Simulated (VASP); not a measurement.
# CoO (Fm-3m) in VASP: further runs, part 2 of 2

VASP 6.6.1.

### Step 4. Relaxation of cell and atoms, revPBE+D4, collinear spin, ferromagnetic start

This run uses another cell than the first one, of 9.68 Å³/atom.

INCAR reads:

```
SYSTEM = CoO
ALGO     = Normal         ! electronic algorithm
EDIFF    = 1E-7           ! SCF threshold, eV
EDIFFG   = -0.01          ! ionic threshold
ENCUT    = 600            ! plane-wave cutoff, eV
GGA      = RE             ! functional
IBRION   = 2              ! ionic algorithm
ISIF     = 3              ! what is computed and relaxed
ISMEAR   = -1             ! smearing method
ISPIN    = 2              ! spin polarisation
IVDW     = 13             ! dispersion correction
LASPH    = .TRUE.         ! aspherical terms in the spheres
LCHARG   = .FALSE.        ! write CHGCAR
LMAXMIX  = 4              ! l up to which the mixer works
LORBIT   = 11             ! projections on sites
LREAL    = .FALSE.        ! projectors in reciprocal space
LWAVE    = .FALSE.        ! write WAVECAR
MAGMOM   = 2 0            ! initial moments
NELM     = 150            ! most SCF steps
NSW      = 60             ! ionic steps
PREC     = Accurate       ! precision mode
SIGMA    = 0.05           ! smearing width, eV
```

KPOINTS reads:

```
k-points
0
G
  11 11 11
  0 0 0
```

POSCAR reads:

```
CoO
1.0
    0.0000000000      2.1315000000      2.1315000000
    2.1315000000      0.0000000000      2.1315000000
    2.1315000000      2.1315000000      0.0000000000
Co O
1 1
Direct
    0.0000000000      0.0000000000      0.0000000000
    0.5000000000      0.5000000000      0.5000000000
```

Potentials or basis: VASP PAW PBE potentials, release 64 (Co, O).

Run with:

```sh
$ cat potpaw_PBE.64/Co/POTCAR potpaw_PBE.64/O/POTCAR > POTCAR
$ mpirun -np 1 vasp_std > vasp.out
```

OUTCAR:

```text
SYSTEM = CoO
   EDIFF = 1E-7
   EDIFFG = -0.01
   ENCUT = 600
   GGA = RE
   IBRION = 2
   ISIF = 3
   ISMEAR = -1
   ISPIN = 2
   IVDW = 13
   LASPH = .TRUE.
   LORBIT = 11
   LREAL = .FALSE.
   NELM = 150
   NSW = 60
   PREC = Accurate

 ion  position               nearest neighbor table
   1  0.000  0.000  0.000-   2 2.13   2 2.13   2 2.13   2 2.13   2 2.13   2 2.13
   2  0.500  0.500  0.500-   1 2.13   1 2.13   1 2.13   1 2.13   1 2.13   1 2.13

  LATTYP: Found a face centered cubic cell.
 ALAT       =     4.2630000000

  Lattice vectors:

 A1 = (   0.0000000000,   2.1315000000,   2.1315000000)
 A2 = (   2.1315000000,   0.0000000000,   2.1315000000)
 A3 = (   2.1315000000,   2.1315000000,   0.0000000000)

Analysis of symmetry for initial positions (statically):
=====================================================================
 Subroutine PRICEL returns:
 Original cell was already a primitive cell.

 Routine SETGRP: Setting up the symmetry group for a
[... 632 lines left out ...]
      5       5.6257      1.00000
      6       5.6503      1.00000
      7       6.4293      1.00000
      8       6.4368      1.00000
      9       8.1426      0.99149
     10      13.2395      0.00000
     11      20.1220      0.00000
     12      21.3000      0.00000

 [... further k-points ...]

 spin component 2

 k-point     1 :       0.0000    0.0000    0.0000
  band No.  band energies     occupation
      1     -11.6172      1.00000
      2       5.7075      1.00000
      3       5.7075      1.00000
      4       5.7075      1.00000
      5       7.2330      1.00000
      6       7.2331      1.00000
      7       7.2332      1.00000
      8       8.4792      0.12203
      9       8.4794      0.12155
     10      10.0798      0.00000
     11      25.2402      0.00000
     12      27.2188      0.00000
[... 378 lines left out ...]
  FREE ENERGIE OF THE ION-ELECTRON SYSTEM (eV)
  ---------------------------------------------------
  free  energy   TOTEN  =       -13.4087508327 eV

  energy  without entropy=      -13.3746467403  energy(sigma->0) =      -13.39169879

 reached required accuracy - stopping structural energy minimisation

 total charge

# of ion       s       p       d       tot
------------------------------------------
    1        0.300   0.372   7.161   7.833
    2        1.557   3.445   0.000   5.001
--------------------------------------------------
tot          1.857   3.817   7.161  12.835

 magnetization (x)

# of ion       s       p       d       tot
------------------------------------------
    1        0.021   0.018   2.490   2.528
    2        0.029   0.255   0.000   0.284
--------------------------------------------------
tot          0.050   0.272   2.490   2.812
```

Run time: 3.6 min. Hardware: 1 thread of AMD EPYC 7R13, shared host; peak memory 0.14 GiB.

Results:

* Free energy: -13.4088 eV
* Relaxed volume: 9.42 Å³/atom
* Relaxed cell: a = 2.986 Å, b = 2.986 Å, c = 2.986 Å, α = 60.00°, β = 60.00°, γ = 60.00°
* Space group after relaxing (to 0.1 Å): Fm-3m (No. 225)
* Energy gained by relaxing: 3.9 meV/atom
* Ionic steps: 3
* Pressure after relaxing: 0.0 GPa
* Net moment: 2.86 μB per cell
* Site moments: Co +2.53; O +0.28 μB
* Valence electrons inside the program's atomic spheres: Co 7.83; O 5.00
* Dispersion energy per atom: -0.542 eV

Step by step:
| step | energy change (eV) | largest force (eV/Å) | pressure (GPa) | volume (Å³) |
| --- | --- | --- | --- | --- |
| 1 | 0.0000 | 0.0000 | -4.51 | 19.37 |
| 2 | -0.0064 | 0.0000 | 2.04 | 18.61 |
| 3 | -0.0078 | 0.0000 | 0.02 | 18.83 |

Final structure:
```cif
data_structure
_symmetry_space_group_name_H-M 'P 1'
_symmetry_Int_Tables_number 1
_cell_length_a 2.9863
_cell_length_b 2.9863
_cell_length_c 2.9863
_cell_angle_alpha 60.000
_cell_angle_beta 60.000
_cell_angle_gamma 60.000
_cell_volume 18.83
loop_
_atom_site_label
_atom_site_type_symbol
_atom_site_fract_x
_atom_site_fract_y
_atom_site_fract_z
_atom_site_occupancy
Co1 Co 0.00000 0.00000 0.00000 1
O1 O 0.50000 0.50000 0.50000 1
```

Levels at points of the mesh, in eV from the Fermi level:
Spin up:
| k point | band 5 | band 6 | band 7 | band 8 | band 9 | band 10 | band 11 | band 12 |
| --- | --- | --- | --- | --- | --- | --- | --- | --- |
| (0.00, 0.00, 0.00) | -3.22 | -3.22 | -3.10 | -3.10 | -3.10 | 1.18 | 17.01 | 18.38 |
Spin down:
```tsv
k point	band 3	band 4	band 5	band 6	band 7	band 8	band 9	band 10
(0.00, 0.00, 0.00)	-2.67	-2.67	-1.15	-1.15	-1.15	0.10	0.10	1.70
```

Caveat: the PAW data sets were made with another functional, which shifts forces and pressure a little; a cell with one magnetic atom can't hold antiferromagnetic order, which such compounds often take; semilocal functionals often make such compounds metallic where correlation or magnetic order opens a gap, which also shifts bond lengths.

### Step 5. Relaxation of cell and atoms, BLYP+D3(BJ), collinear spin, ferromagnetic start

This run uses another cell than the first one, of 9.68 Å³/atom.

INCAR reads:

```
SYSTEM = CoO
AGGAC    = 1.0          
AGGAX    = 1.0          
ALDAC    = 0.0          
ALDAX    = 1.0          
ALGO     = Normal         ! electronic algorithm
EDIFF    = 1E-6           ! SCF threshold, eV
EDIFFG   = -0.01          ! ionic threshold
ENCUT    = 600            ! plane-wave cutoff, eV
GGA      = B5             ! functional
IBRION   = 2              ! ionic algorithm
ISIF     = 3              ! what is computed and relaxed
ISMEAR   = -1             ! smearing method
ISPIN    = 2              ! spin polarisation
IVDW     = 12             ! dispersion correction
LASPH    = .True.         ! aspherical terms in the spheres
LCHARG   = .False.        ! write CHGCAR
LMAXMIX  = 4              ! l up to which the mixer works
LORBIT   = 11             ! projections on sites
LREAL    = .False.        ! projectors in reciprocal space
LWAVE    = .False.        ! write WAVECAR
MAGMOM   = 2 0            ! initial moments
NELM     = 150            ! most SCF steps
NSW      = 60             ! ionic steps
PREC     = Accurate       ! precision mode
SIGMA    = 0.05           ! smearing width, eV
VDW_A1   = 0.4298       
VDW_A2   = 4.2359       
VDW_S6   = 1.0          
VDW_S8   = 2.6996
```

KPOINTS reads:

```
k-points
0
Gamma
  11 11 11
  0 0 0
```

POSCAR is that of step 4.

Run with:

```sh
$ cat potpaw_PBE.64/Co/POTCAR potpaw_PBE.64/O/POTCAR > POTCAR
$ mpirun -np 1 vasp_std > vasp.out
```

It took 3.5 min on 1 thread of AMD EPYC 7R13, shared host; peak memory 0.15 GiB.

The run converged. Its results:

| Property | Result |
| --- | --- |
| Free energy | -13.0750 eV |
| Relaxed volume | 9.34 Å³/atom |
| Relaxed cell | a = 2.979 Å, b = 2.979 Å, c = 2.979 Å, α = 60.00°, β = 60.00°, γ = 60.00° |
| Space group after relaxing (to 0.1 Å) | Fm-3m (No. 225) |
| Ionic steps | 3 |
| Pressure after relaxing | 0.1 GPa |
| Net moment | 2.46 μB per cell |
| Site moments | Co +2.23; O +0.20 μB |
| Valence electrons inside the program's atomic spheres | Co 7.89; O 5.00 |
| Dispersion energy per atom | -0.492 eV |

The path:
```tsv
step	energy change (eV)	largest force (eV/Å)	pressure (GPa)	volume (Å³)
1	0.0000	0.0000	-4.87	19.37
2	0.1574	0.0000	0.99	18.56
3	0.1570	0.0000	0.07	18.69
```

Final structure:
```cif
data_structure
_symmetry_space_group_name_H-M 'P 1'
_symmetry_Int_Tables_number 1
_cell_length_a 2.9786
_cell_length_b 2.9786
_cell_length_c 2.9786
_cell_angle_alpha 60.000
_cell_angle_beta 60.000
_cell_angle_gamma 60.000
_cell_volume 18.69
loop_
_atom_site_label
_atom_site_type_symbol
_atom_site_fract_x
_atom_site_fract_y
_atom_site_fract_z
_atom_site_occupancy
Co1 Co 0.00000 0.00000 0.00000 1
O1 O 0.50000 0.50000 0.50000 1
```

Levels at points of the mesh, in eV from the Fermi level:
Spin up:
| k point | band 5 | band 6 | band 7 | band 8 | band 9 | band 10 | band 11 | band 12 |
| --- | --- | --- | --- | --- | --- | --- | --- | --- |
| (0.00, 0.00, 0.00) | -2.88 | -2.88 | -2.76 | -2.76 | -2.76 | 1.55 | 17.72 | 18.84 |
Spin down:
| k point | band 3 | band 4 | band 5 | band 6 | band 7 | band 8 | band 9 | band 10 |
| --- | --- | --- | --- | --- | --- | --- | --- | --- |
| (0.00, 0.00, 0.00) | -2.90 | -2.90 | -1.18 | -1.18 | -1.18 | 0.03 | 0.03 | 1.96 |

Caveat: the PAW data sets were made with another functional, which shifts forces and pressure a little; a cell with one magnetic atom can't hold antiferromagnetic order, which such compounds often take; semilocal functionals often make such compounds metallic where correlation or magnetic order opens a gap, which also shifts bond lengths. With open d or f shells a metallic result of BLYP can be an artefact of self-interaction; +U or a hybrid may open a gap.

### Step 6. The runs side by side

| task | level | cell | cutoff (eV) | gap on the mesh (eV) | pressure (GPa) | moment (μB) | relaxed volume (Å³/atom) |
| --- | --- | --- | --- | --- | --- | --- | --- |
| single point | revPBE+D4 | a = 2.991 Å, angles 60.0°, 2 atoms | 520 | none | -0.7 | 2.87 | - |
| single point | BLYP+D3(BJ) | a = 3.010 Å, angles 60.0°, 2 atoms | 520 | none | -0.6 | 2.76 | - |
| relaxation of cell and atoms | revPBE+D4 | relaxed from a = 3.014 Å, angles 60.0°, 2 atoms | 600 | none | 0.0 | 2.86 | 9.42 |
| relaxation of cell and atoms | BLYP+D3(BJ) | relaxed from a = 3.014 Å, angles 60.0°, 2 atoms | 600 | none | 0.1 | 2.46 | 9.34 |

Alike in all rows: potentials or basis VASP PAW PBE potentials, release 64 (Co, O); spin collinear, ferromagnetic start; k mesh 11 × 11 × 11; smearing fermi-dirac 0.05 eV.

Caveats: the PAW data sets were made with another functional, which shifts forces and pressure a little; a cell with one magnetic atom can't hold antiferromagnetic order, which such compounds often take; semilocal functionals often make such compounds metallic where correlation or magnetic order opens a gap, which also shifts bond lengths.

Absolute energies hang on the potentials; compare differences alone.
